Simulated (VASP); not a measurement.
# HfB3N (C2/m) in VASP: a series of runs, part 2 of 2

VASP 6.6.1. The steps go on from the part before.

### Step 3. Single point, PBE

File INCAR:

```
  PREC = Accurate
  ENCUT = 520
  EDIFF = 1E-7
  ISMEAR = 0
  SIGMA = 0.1
  LREAL = F
  LASPH = T
  NELM = 100
  ALGO = Normal
  ISIF = 2
  LWAVE = F
  LCHARG = F
  GGA = PE
  NBANDS = 35
```

File KPOINTS:

```
Automatic mesh
0
Gamma
  10 10 6
```

File POSCAR:

```
HfB3N
1.0
    5.8303067862     -1.4991970078      0.0387808549
    5.8303067862      1.4991970078      0.0387808549
   -2.2439396514      0.0000000000      5.6152977742
Hf B N
2 6 2
Direct
    0.4462350075      0.4462350075      0.1969009174
    0.5537649925      0.5537649925      0.8030990826
    0.7683714675      0.7683714675      0.0690466839
    0.2316285325      0.2316285325      0.9309533161
    0.2778698492      0.2778698492      0.4800013552
    0.7221301508      0.7221301508      0.5199986448
    0.1687203702      0.1687203702      0.6113067555
    0.8312796298      0.8312796298      0.3886932445
    0.0000000000      0.0000000000      0.5000000000
    0.0000000000      0.0000000000      0.0000000000
```

Potentials or basis: VASP PAW PBE potentials, release 64 (Hf_pv, B, N).

The run is started by

```sh
$ cat potpaw_PBE.64/Hf_pv/POTCAR potpaw_PBE.64/B/POTCAR potpaw_PBE.64/N/POTCAR > POTCAR
$ mpirun -np 1 vasp_std > vasp.out
```

OUTCAR:

```text
PREC = Accurate
   ENCUT = 520
   EDIFF = 1E-7
   ISMEAR = 0
   LREAL = F
   LASPH = T
   NELM = 100
   ISIF = 2
   GGA = PE

 ion  position               nearest neighbor table
   1  0.446  0.446  0.197-  10 2.15  10 2.15   9 2.27   9 2.27   4 2.43   3 2.44   3 2.44   8 2.55
                             8 2.55   2 3.07   2 3.41
   2  0.554  0.554  0.803-  10 2.15  10 2.15   9 2.27   9 2.27   3 2.43   4 2.44   4 2.44   7 2.55
                             7 2.55   1 3.07   1 3.41
   3  0.768  0.768  0.069-   4 1.69   4 1.69   8 1.80   2 2.43   1 2.44   1 2.44
   4  0.232  0.232  0.931-   3 1.69   3 1.69   7 1.80   1 2.43   2 2.44   2 2.44
   5  0.278  0.278  0.480-   6 1.69   6 1.69   7 1.73   8 1.79   8 1.79
   6  0.722  0.722  0.520-   5 1.69   5 1.69   8 1.73   7 1.79   7 1.79
   7  0.169  0.169  0.611-   5 1.73   6 1.79   6 1.79   4 1.80   9 1.83   2 2.55   2 2.55
   8  0.831  0.831  0.389-   6 1.73   5 1.79   5 1.79   3 1.80   9 1.83   1 2.55   1 2.55
   9  0.000  0.000  0.500-   7 1.83   8 1.83   2 2.27   2 2.27   1 2.27   1 2.27
  10  0.000  0.000  0.000-   2 2.15   2 2.15   1 2.15   1 2.15

  LATTYP: Found a base centered monoclinic cell.
 ALAT       =    11.6608715242
 B/A-ratio  =     0.2571329261
 C/A-ratio  =     0.5185763077
 COS(beta)  =    -0.3648951998

  Lattice vectors:

 A1 = (   5.8303067862,  -1.4991970078,   0.0387808549)
 A2 = (   5.8303067862,   1.4991970078,   0.0387808549)
 A3 = (  -2.2439396514,   0.0000000000,   5.6152977742)

Analysis of symmetry for initial positions (statically):
=====================================================================
 Subroutine PRICEL returns:
 Original cell was already a primitive cell.

 Routine SETGRP: Setting up the symmetry group for a
 base centered monoclinic supercell.

 Subroutine GETGRP returns: Found  4 space group operations
 (whereof  4 operations were pure point group operations)
 out of a pool of  4 trial point group operations.

The static configuration has the point symmetry C_2h.

Analysis of symmetry for dynamics (positions and initial velocities):
=====================================================================
[... 152 lines left out ...]
   LHFCALC =     F    Hartree Fock is set to
   AEXX    =    0.0000 exact exchange contribution
   IVDW    =     0    specifies the selected vdW correction
   LEPSILON=     F    determine dielectric tensor
   LRPA    =     F    only Hartree local field effects (RPA)
 non-spin polarized calculation
 Gauss-broadening in eV      SIGMA  =   0.10
  energy-cutoff  :      520.00
  volume of cell :       98.43
 maximum number of plane-waves:      2673
 NGX is ok and might be reduce to    48
   NGX = 23   NGY = 23   NGZ = 23

 number of electron      48.0000001 magnetization

 Free energy of the ion-electron system (eV)
  ---------------------------------------------------
  ext. energy  EPLUGINS =         0.00000000
  ---------------------------------------------------
  free energy    TOTEN  =       -80.50815254 eV

  energy without entropy =      -80.50333911  energy(sigma->0) =      -80.50574582

 E-fermi :   5.9679     XC(G=0): -11.6414

 val. band max:        5.9281595665   @ k =   0.5000   0.4000   0.1667
 cond. band min:       5.9702352806   @ k =   0.0000   0.0000   0.0000
 fundamental gap:      0.0420757141
 Fermi energy:         5.9678546056

 k-point     1 :       0.0000    0.0000    0.0000
  band No.  band energies     occupation
      1     -25.1391      2.00000
      2     -24.8343      2.00000
      3     -24.8209      2.00000
      4     -24.6518      2.00000
      5     -24.3822      2.00000
      6     -24.3171      2.00000
[... 901 lines left out ...]
     34      11.2688      0.00000
     35      11.5380      0.00000

 [... further k-points ...]
[... 5 lines left out ...]
  --------------------------------------------------------------------------------------
  -------------------------------------------------------------------------------------
  Total       -0.3818054     -0.7175026     -0.6712696      0.0000000      0.0000000      0.1284671
  in kB       -6.2150826    -11.6796085    -10.9270216      0.0000000      0.0000000      2.0912063
  external PRESSURE =      -9.6072375 kB  Pullay stress =       0.0000000 kB

 VOLUME and BASIS-vectors are now :
 -----------------------------------------------------------------------------
  energy-cutoff  :      520.00
  volume of cell :       98.43
      direct lattice vectors                 reciprocal lattice vectors
     5.830306786 -1.499197008  0.038780855     0.085531433 -0.333511872  0.034179376
     5.830306786  1.499197008  0.038780855     0.085531433  0.333511872  0.034179376
    -2.243939651  0.000000000  5.615297774    -0.001181409  0.000000000  0.177612841

 POSITION                                       TOTAL-FORCE (eV/Angst)
 -----------------------------------------------------------------------------------
      4.76154      0.00000      1.14027         0.046628      0.000000      0.031719
      4.65513      0.00000      4.55259        -0.046628      0.000000     -0.031719
      8.80475      0.00000      0.44731         0.012313      0.000000     -0.004383
      0.61193      0.00000      5.24555        -0.012313      0.000000      0.004383
      2.16304      0.00000      2.71690         0.013088      0.000000     -0.006766
      7.25364      0.00000      2.97596        -0.013088      0.000000      0.006766
      0.59565      0.00000      3.44576        -0.021065      0.000000     -0.000005
      8.82103      0.00000      2.24710         0.021065      0.000000      0.000005
     -1.12197      0.00000      2.80765        -0.000000      0.000000     -0.000000
      0.00000      0.00000      0.00000        -0.000000      0.000000     -0.000000
 -----------------------------------------------------------------------------------
    total drift:                                0.000000      0.000000     -0.000000

  FREE ENERGIE OF THE ION-ELECTRON SYSTEM (eV)
  ---------------------------------------------------
  free  energy   TOTEN  =       -80.5081525370 eV

  energy  without entropy=      -80.5033391052  energy(sigma->0) =      -80.50574582
```

OSZICAR:

```text
N       E                     dE             d eps       ncg     rms          rms(c)
DAV:   1     0.180626534726E+03    0.18063E+03   -0.24311E+04 12040   0.131E+03
DAV:   2    -0.777598743236E+02   -0.25839E+03   -0.24238E+03 15122   0.309E+02
DAV:   3    -0.904644219486E+02   -0.12705E+02   -0.12472E+02 15688   0.561E+01
DAV:   4    -0.906663400955E+02   -0.20192E+00   -0.20133E+00 15056   0.747E+00
DAV:   5    -0.906703251854E+02   -0.39851E-02   -0.39804E-02 15319   0.949E-01    0.756E+01
DAV:   6    -0.812141527445E+02    0.94562E+01   -0.33511E+01 14429   0.250E+01    0.564E+01
DAV:   7    -0.808659169454E+02    0.34824E+00   -0.58533E+00 15448   0.140E+01    0.265E+01
DAV:   8    -0.805468707585E+02    0.31905E+00   -0.21631E+00 16018   0.837E+00    0.352E+00
DAV:   9    -0.805109277741E+02    0.35943E-01   -0.35030E-01 14773   0.316E+00    0.238E+00
DAV:  10    -0.805094553356E+02    0.14724E-02   -0.61291E-02 14681   0.122E+00    0.862E-01
DAV:  11    -0.805082530455E+02    0.12023E-02   -0.74458E-03 16581   0.525E-01    0.506E-01
DAV:  12    -0.805081676302E+02    0.85415E-04   -0.15889E-03 15530   0.231E-01    0.105E-01
DAV:  13    -0.805081514682E+02    0.16162E-04   -0.31351E-04 14976   0.860E-02    0.932E-02
DAV:  14    -0.805081547971E+02   -0.33289E-05   -0.37022E-05 15696   0.352E-02    0.504E-02
DAV:  15    -0.805081523567E+02    0.24403E-05   -0.66713E-06 15600   0.154E-02    0.888E-03
DAV:  16    -0.805081525827E+02   -0.22593E-06   -0.13116E-06 14914   0.530E-03    0.283E-03
DAV:  17    -0.805081525370E+02    0.45705E-07   -0.86395E-08  7800   0.161E-03
   1 F= -.80508153E+02 E0= -.80505746E+02  d E =-.481343E-02
```

It took 37 min on 1 thread of Oxide Virtual Turin-like, shared host; peak memory 0.65 GiB.

What came out:

- Free energy: -80.5082 eV
- Pressure: -1.0 GPa
- Largest force: 0.056 eV/Å
- Band gap on the k mesh: zero (band 24 reaches 6.27 eV, above the bottom of band 25 at 5.65 eV)

Forces in eV/Å, atoms in the order of the input:
```
Hf   0.047  0.000  0.032
Hf  -0.047  0.000 -0.032
B    0.012  0.000 -0.004
B   -0.012  0.000  0.004
B    0.013  0.000 -0.007
B   -0.013  0.000  0.007
B   -0.021  0.000  0.000
B    0.021  0.000  0.000
N    0.000  0.000  0.000
N    0.000  0.000  0.000
```

Stress tensor (GPa, compression positive):
```
-0.62  0.00  0.21
 0.00 -1.17  0.00
 0.21  0.00 -1.09
```

Levels at points of the mesh, in eV from the Fermi level:
```tsv
k point	band 22	band 23	band 24	band 25	band 26	band 27
(0.00, 0.00, 0.00)	-1.80	-1.70	-0.58	0.00	0.88	2.41
(0.50, 0.00, 0.00)	-2.12	-1.81	-0.27	0.45	1.79	1.87
(0.50, 0.50, 0.00)	-1.48	-1.41	-0.92	-0.13	1.73	1.85
(0.00, 0.00, 0.50)	-2.13	-0.69	-0.43	0.58	1.89	1.95
(0.50, 0.00, 0.50)	-2.73	-1.00	-0.77	0.05	1.04	2.54
(0.50, 0.50, 0.50)	-2.18	-1.26	-0.05	1.16	1.44	2.06
```

Caveat: spin-orbit coupling is left out, which moves the levels of the heavy elements.
